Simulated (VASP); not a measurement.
# Rb3Pt (Pm-3m) in VASP: single point with PBE

Aim: the single point of Rb3Pt with PBE.

Program: VASP 6.6.1. These are calculated values, not measurements. Logs are shortened: lines on timing, memory, paths and dates and some standing lists are left out, and cuts for length are marked.

**1. The cell of the first run**

It takes space group Pm-3m (No. 221, cubic). Conventional cell: a = 5.499 Å, b = 5.499 Å, c = 5.499 Å, α = 90.00°, β = 90.00°, γ = 90.00°. Within 5.1 Å of Rb (site symmetry 4/mmm) lie 8 Rb at 3.89 Å and 4 Pt at 3.89 Å. Pt (site symmetry m-3m) has 12 Rb at 3.89 Å within 5.1 Å.

**2. Single point, PBE**

INCAR

```
ALGO     = Normal         # electronic algorithm
EDIFF    = 1E-6           # SCF threshold, eV
ENCUT    = 520            # plane-wave cutoff, eV
GGA      = PE             # functional
ISIF     = 2              # what is computed and relaxed
ISMEAR   = -1             # smearing method
LASPH    = True           # aspherical terms in the spheres
LCHARG   = True           # write CHGCAR
LELF     = True           # ELF
LREAL    = False          # projectors in reciprocal space
LVHAR    = True         
LWAVE    = False          # write WAVECAR
NBANDS   = 26             # bands
NELM     = 80             # most SCF steps
PREC     = Accurate       # precision mode
SIGMA    = 0.1            # smearing width, eV
```

KPOINTS

```
k-points
0
Gamma
  4 4 4
```

POSCAR

```
Rb3Pt
1.0
    5.4987900000      0.0000000000      0.0000000000
    0.0000000000      5.4987900000      0.0000000000
    0.0000000000      0.0000000000      5.4987900000
Rb Pt
3 1
Direct
    0.0000000000      0.0000000000      0.5000000000
    0.0000000000      0.5000000000      0.0000000000
    0.5000000000      0.0000000000      0.0000000000
    0.5000000000      0.5000000000      0.5000000000
```

Potentials or basis: VASP PAW PBE potentials, release 64 (Rb_sv, Pt).

Started as:

```sh
cat potpaw_PBE.64/Rb_sv/POTCAR potpaw_PBE.64/Pt/POTCAR > POTCAR
mpirun -np 1 vasp_std > vasp.out
```

OUTCAR:

```text
EDIFF = 1E-6
   ENCUT = 520
   GGA = PE
   ISIF = 2
   ISMEAR = -1
   LASPH = True
   LREAL = False
   NELM = 80
   PREC = Accurate

 ion  position               nearest neighbor table
   1  0.000  0.000  0.500-   2 3.89   3 3.89   4 3.89   2 3.89   3 3.89   2 3.89   4 3.89   2 3.89
                             3 3.89   4 3.89   3 3.89   4 3.89
   2  0.000  0.500  0.000-   1 3.89   3 3.89   4 3.89   1 3.89   4 3.89   1 3.89   3 3.89   1 3.89
                             3 3.89   4 3.89   4 3.89   3 3.89
   3  0.500  0.000  0.000-   1 3.89   2 3.89   4 3.89   1 3.89   4 3.89   2 3.89   4 3.89   4 3.89
                             1 3.89   2 3.89   1 3.89   2 3.89
   4  0.500  0.500  0.500-   1 3.89   2 3.89   3 3.89   2 3.89   3 3.89   1 3.89   3 3.89   3 3.89
                             1 3.89   2 3.89   2 3.89   1 3.89

  LATTYP: Found a simple cubic cell.
 ALAT       =     5.4987900000

  Lattice vectors:

 A1 = (   5.4987900000,   0.0000000000,   0.0000000000)
 A2 = (   0.0000000000,   5.4987900000,   0.0000000000)
 A3 = (   0.0000000000,   0.0000000000,   5.4987900000)

Analysis of symmetry for initial positions (statically):
=====================================================================
 Subroutine PRICEL returns:
 Original cell was already a primitive cell.

 Routine SETGRP: Setting up the symmetry group for a
 simple cubic supercell.

 Subroutine GETGRP returns: Found 48 space group operations
 (whereof 48 operations were pure point group operations)
 out of a pool of 48 trial point group operations.

The static configuration has the point symmetry O_h .

Analysis of symmetry for dynamics (positions and initial velocities):
=====================================================================
 Subroutine PRICEL returns:
 Original cell was already a primitive cell.

 Routine SETGRP: Setting up the symmetry group for a
 simple cubic supercell.

 Subroutine GETGRP returns: Found 48 space group operations
 (whereof 48 operations were pure point group operations)
 out of a pool of 48 trial point group operations.

The dynamic configuration has the point symmetry O_h .

 Subroutine INISYM returns: Found 48 space group operations
 (whereof 48 operations are pure point group operations),
 and found     1 'primitive' translations

----------------------------------------------------------------------------------------

                                     Primitive cell

  volume of cell :     166.2652

  direct lattice vectors                    reciprocal lattice vectors
     5.498790000  0.000000000  0.000000000     0.181858191  0.000000000  0.000000000
     0.000000000  5.498790000  0.000000000     0.000000000  0.181858191  0.000000000
     0.000000000  0.000000000  5.498790000     0.000000000  0.000000000  0.181858191

  length of vectors
     5.498790000  5.498790000  5.498790000     0.181858191  0.181858191  0.181858191

  position of ions in fractional coordinates (direct lattice)
     0.000000000  0.000000000  0.500000000
     0.000000000  0.500000000  0.000000000
     0.500000000  0.000000000  0.000000000
     0.500000000  0.500000000  0.500000000

  ion indices of the primitive-cell ions
   primitive index   ion index
                 1           1
                 2           2
                 3           3
                 4           4

----------------------------------------------------------------------------------------

 KPOINTS: k-points

Automatic generation of k-mesh.
 Grid dimensions read from file:
 generate k-points for:    4    4    4

 Generating k-lattice:

  Cartesian coordinates                     Fractional coordinates (reciprocal lattice)
     0.045464548  0.000000000  0.000000000     0.250000000  0.000000000  0.000000000
     0.000000000  0.045464548  0.000000000     0.000000000  0.250000000  0.000000000
     0.000000000  0.000000000  0.045464548     0.000000000  0.000000000  0.250000000

  Length of vectors
     0.045464548  0.045464548  0.045464548

  Shift w.r.t. Gamma in fractional coordinates (k-lattice)
     0.000000000  0.000000000  0.000000000

 Subroutine IBZKPT returns following result:
 ===========================================

 Found     10 irreducible k-points:

 Following reciprocal coordinates:
            Coordinates               Weight
  0.000000  0.000000  0.000000      1.000000
  0.250000  0.000000  0.000000      6.000000
  0.500000  0.000000  0.000000      3.000000
  0.250000  0.250000  0.000000     12.000000
  0.500000  0.250000  0.000000     12.000000
  0.500000  0.500000  0.000000      3.000000
  0.250000  0.250000  0.250000      8.000000
  0.500000  0.250000  0.250000     12.000000
  0.500000  0.500000  0.250000      6.000000
  0.500000  0.500000  0.500000      1.000000
   k-points           NKPTS =     10   k-points in BZ     NKDIM =     10   number of bands    NBANDS=     26
   number of dos      NEDOS =    301   number of ions     NIONS =      4
   total plane-waves  NPLWV =  74088
   dimension x,y,z NGX =    42 NGY =   42 NGZ =   42
   dimension x,y,z NGXF=    84 NGYF=   84 NGZF=   84
   ions per type =               3   1
   NGX,Y,Z   is equivalent  to a cutoff of  12.70, 12.70, 12.70 a.u.
   NGXF,Y,Z  is equivalent  to a cutoff of  25.40, 25.40, 25.40 a.u.
 SYSTEM =  unknown system
   PREC   = accura    normal or accurate (medium, high low for compatibility)
   ISTART =      0    job   : 0-new  1-cont  2-samecut
   ICHARG =      2    charge: 1-file 2-atom 10-const
   ISPIN  =      1    spin polarized calculation?
   LNONCOLLINEAR =      F non collinear calculations
   LSORBIT =      F    spin-orbit coupling
   LASPH  =      T    aspherical Exc in radial PAW
   ENCUT  =  520.0 eV  38.22 Ry    6.18 a.u.  10.22 10.22 10.22*2*pi/ulx,y,z
   NELM   =     80;   NELMIN=  2; NELMDL= -5     # of ELM steps
   EDIFF  = 0.1E-05   stopping-criterion for ELM
   LREAL  =      F    real-space projection
   EDIFFG = 0.1E-04   stopping-criterion for IOM
   NSW    =      0    number of steps for IOM
   IBRION =     -1    ionic relax: 0-MD 1-quasi-New 2-CG
   NFREE  =      0    steps in history (QN), initial steepest desc. (CG)
   ISIF   =      2    stress and relaxation
   ISYM   =      2    0-nonsym 1-usesym 2-fastsym
   POTIM  = 0.5000    time-step for ionic-motion
   TEBEG  =    0.0;   TEEND  =   0.0 temperature during run
   PSTRESS=    0.0 pullay stress
   NELECT =      37.0000    total number of electrons
   NUPDOWN=      -1.0000    fix difference up-down
   EMIN   =  10.00;   EMAX   =-10.00  energy-range for DOS
   EFERMI =   0.00;   METHOD = LEGACY
   ISMEAR =    -1;   SIGMA  =   0.10  broadening in eV -4-tet -1-fermi 0-gaus
   EFERMI_NEDOS =   21; number of points for ismear=-14 and -15
   IALGO  =     38    algorithm
   IMIX   =      4    mixing-type and parameters
     AMIX     =   0.40;   BMIX     =  1.00
     AMIX_MAG =   1.60;   BMIX_MAG =  1.00
  volume/ion in A,a.u.               =      41.57       280.50
  Fermi-wavevector in a.u.,A,eV,Ry     =   0.992068  1.874737 13.390849  0.984200
  Thomas-Fermi vector in A             =   2.123854
   LORBIT       =      0    0 simple, 1 ext, 2 COOP (PROOUT), +10 PAW based schemes
   GGA     = PE    functional components
   LHFCALC =     F    Hartree Fock is set to
   AEXX    =    0.0000 exact exchange contribution
   IVDW    =     0    specifies the selected vdW correction
   LEPSILON=     F    determine dielectric tensor
   LRPA    =     F    only Hartree local field effects (RPA)
 non-spin polarized calculation
  energy-cutoff  :      520.00
  volume of cell :      166.27
 maximum number of plane-waves:      4500
 NGX is ok and might be reduce to    42
   NGX = 21   NGY = 21   NGZ = 21

 number of electron      37.0000003 magnetization

 Free energy of the ion-electron system (eV)
  ---------------------------------------------------
  ext. energy  EPLUGINS =         0.00000000
  ---------------------------------------------------
  free energy    TOTEN  =        -8.00356238 eV

  energy without entropy =       -7.93200466  energy(sigma->0) =       -7.96778352

 E-fermi :   1.8522     XC(G=0):  -7.7144

 val. band max:        1.7878923428   @ k =   0.2500   0.2500   0.0000
 cond. band min:       1.9132992254   @ k =   0.2500   0.2500   0.2500
 fundamental gap:      0.1254068826
 Fermi energy:         1.8521963360

 k-point     1 :       0.0000    0.0000    0.0000
  band No.  band energies     occupation
      1     -26.6322      2.00000
      2     -26.5203      2.00000
      3     -26.5203      2.00000
      4     -11.0631      2.00000
      5     -11.0631      2.00000
      6     -11.0631      2.00000
[... 18 lines left out ...]
     25       5.1285      0.00000
     26       5.1285      0.00000

 k-point     2 :       0.2500    0.0000    0.0000
  band No.  band energies     occupation
      1     -26.6180      2.00000
      2     -26.5346      2.00000
      3     -26.5202      2.00000
      4     -11.0170      2.00000
      5     -11.0170      2.00000
      6     -10.9915      2.00000
[... 18 lines left out ...]
     25       5.5219      0.00000
     26       5.5220      0.00000

 k-point     3 :       0.5000    0.0000    0.0000
  band No.  band energies     occupation
      1     -26.5949      2.00000
      2     -26.5576      2.00000
      3     -26.5200      2.00000
      4     -10.9579      2.00000
      5     -10.9579      2.00000
      6     -10.8416      2.00000
[... 18 lines left out ...]
     25       5.7149      0.00000
     26       5.8869      0.00000

 k-point     4 :       0.2500    0.2500    0.0000
  band No.  band energies     occupation
      1     -26.6053      2.00000
      2     -26.5388      2.00000
      3     -26.5283      2.00000
      4     -11.0794      2.00000
      5     -10.9678      2.00000
      6     -10.8483      2.00000
[... 18 lines left out ...]
     25       5.3978      0.00000
     26       5.7614      0.00000
[... 90 lines left out ...]
      1     -26.5759      2.00000
      2     -26.5571      2.00000
      3     -26.5384      2.00000
      4     -11.2204      2.00000
      5     -10.8563      2.00000
      6     -10.8158      2.00000
[... 18 lines left out ...]
     25       5.0336      0.00000
     26       6.0549      0.00000

 k-point     9 :       0.5000    0.5000    0.2500
  band No.  band energies     occupation
      1     -26.5570      2.00000
      2     -26.5569      2.00000
      3     -26.5569      2.00000
      4     -11.3020      2.00000
      5     -10.9198      2.00000
      6     -10.8314      2.00000
[... 18 lines left out ...]
     25       4.6566      0.00000
     26       6.3994      0.00000

 k-point    10 :       0.5000    0.5000    0.5000
  band No.  band energies     occupation
      1     -26.5567      2.00000
      2     -26.5567      2.00000
      3     -26.5567      2.00000
      4     -11.4068      2.00000
      5     -10.9146      2.00000
      6     -10.9146      2.00000
[... 18 lines left out ...]
     25       4.3449      0.00000
     26       6.6253      0.00000

------------------------ aborting loop because EDIFF is reached ----------------------------------------

  FORCE on cell =-STRESS in cart. coord.  units (eV):
  Direction    XX          YY          ZZ          XY          YZ          ZX
  --------------------------------------------------------------------------------------
  -------------------------------------------------------------------------------------
  Total       -0.1058548     -0.1058548     -0.1058548      0.0000000      0.0000000      0.0000000
  in kB       -1.0200456     -1.0200456     -1.0200456      0.0000000      0.0000000      0.0000000
  external PRESSURE =      -1.0200456 kB  Pullay stress =       0.0000000 kB

 VOLUME and BASIS-vectors are now :
 -----------------------------------------------------------------------------
  energy-cutoff  :      520.00
  volume of cell :      166.27
      direct lattice vectors                 reciprocal lattice vectors
     5.498790000  0.000000000  0.000000000     0.181858191  0.000000000  0.000000000
     0.000000000  5.498790000  0.000000000     0.000000000  0.181858191  0.000000000
     0.000000000  0.000000000  5.498790000     0.000000000  0.000000000  0.181858191

 POSITION                                       TOTAL-FORCE (eV/Angst)
 -----------------------------------------------------------------------------------
      0.00000      0.00000      2.74939         0.000000      0.000000      0.000000
      0.00000      2.74939      0.00000         0.000000      0.000000      0.000000
      2.74939      0.00000      0.00000         0.000000      0.000000      0.000000
      2.74939      2.74939      2.74939         0.000000      0.000000      0.000000
 -----------------------------------------------------------------------------------
    total drift:                                0.000000      0.000000     -0.000000

  FREE ENERGIE OF THE ION-ELECTRON SYSTEM (eV)
  ---------------------------------------------------
  free  energy   TOTEN  =        -8.0035623805 eV

  energy  without entropy=       -7.9320046562  energy(sigma->0) =       -7.96778352
```

It took 96 s on 1 thread of Intel Xeon Platinum 8259CL at 2.50GHz (Skylake/Cascade Lake), shared host; peak memory 0.26 GiB.

What came out:

```
Free energy : -8.0036 eV
Pressure    : -0.1 GPa
```

Caveat: spin-orbit coupling is left out, which moves the levels of the heavy elements.
